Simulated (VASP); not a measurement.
A run of VASP 6.6.1:

File INCAR:

```
ALGO = Normal
EDIFF = 1E-6
ENCUT = 520
GGA = PE
ISIF = 2
ISMEAR = 0
ISPIN = 2
IVDW = 12
LASPH = True
LCHARG = True
LELF = True
LORBIT = 11
LREAL = Auto
LVHAR = True
LWAVE = False
MAGMOM = 0 0 0 0 0 0 0 0 0 0 0 0 0 0 0 0 0
NBANDS = 52
NELM = 150
PREC = Accurate
SIGMA = 0.05
```

File KPOINTS:

```
k-points
0
Gamma
  2 2 2
```

POSCAR

```
Si16C
1.0
    0.0000000000      5.4300000000      5.4300000000
    5.4300000000      0.0000000000      5.4300000000
    5.4300000000      5.4300000000      0.0000000000
Si C
16 1
Direct
    0.0049895028     -0.0075285451      0.0082036832
    0.1178147330      0.1328224678      0.1295685083
   -0.0231542357      0.0043757827      0.5026008287
    0.1253750460      0.0919697053      0.6347953039
   -0.0059337017      0.5052180479      0.0321077348
    0.1590767035      0.6185890424      0.1246409761
    0.0323552486      0.4538970534      0.5058340700
    0.0406634438      0.6379813076      0.6694468692
    0.4925213628      0.0092891344      0.0048567219
    0.6311692449      0.1408337017      0.1071381215
    0.4838535912      0.0600366483      0.4748101289
    0.6025081952      0.1591619705      0.6304225599
    0.5691674954      0.5045466851     -0.0270258748
    0.6172751381      0.6363062615      0.1595215470
    0.4480373849      0.5347871087      0.5312476980
    0.6066617864      0.6976783610      0.5714433702
    0.7952163904      0.5772941068      0.7143944751
```

Potentials or basis: VASP PAW PBE potentials, release 64 (Si, C).

Launch:

```bash
$ cat potpaw_PBE.64/Si/POTCAR potpaw_PBE.64/C/POTCAR > POTCAR
$ mpirun -np 1 vasp_std > vasp.out
```

Hardware: 1 thread of Intel Xeon 8259CL (shared host).

How long does it take, and how much memory?

Wall time 19 min on 1 thread of Intel Xeon 8259CL, on a shared host, peak memory 0.71 GiB. Counts: scf iterations 16, k points 8.
